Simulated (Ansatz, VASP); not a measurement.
Pb: VASP beside Ansatz

```
Pb
1.0
     0.00000    2.49464    2.49464
     2.49464    0.00000    2.49464
     2.49464    2.49464    0.00000
Pb
1
Direct
  0.00000 0.00000 0.00000
```

Alike in both runs: task single point; functional r2SCAN; k mesh 11 × 11 × 11; no spin polarisation.

|  | VASP | Ansatz |
| --- | --- | --- |
| version | VASP 6.6.1 | Ansatz 0.2.0 |
| potentials or method | VASP PAW PBE potentials, release 64 (Pb_d), cutoff 520 eV | plane waves (500 eV) with PAW, scalar-relativistic |
| occupations | methfessel-paxton of order 1, width 0.03 eV | cold, width 0.03 eV |
| valence electrons in the cell | 14 | 14 |

|  | VASP | Ansatz | Ansatz less VASP |
| --- | --- | --- | --- |
| pressure (GPa) | 0.0 | 0.0 | +0.02 |

VASP's potentials were made for PBE, not for r2SCAN.

Spin-orbit coupling is off throughout.
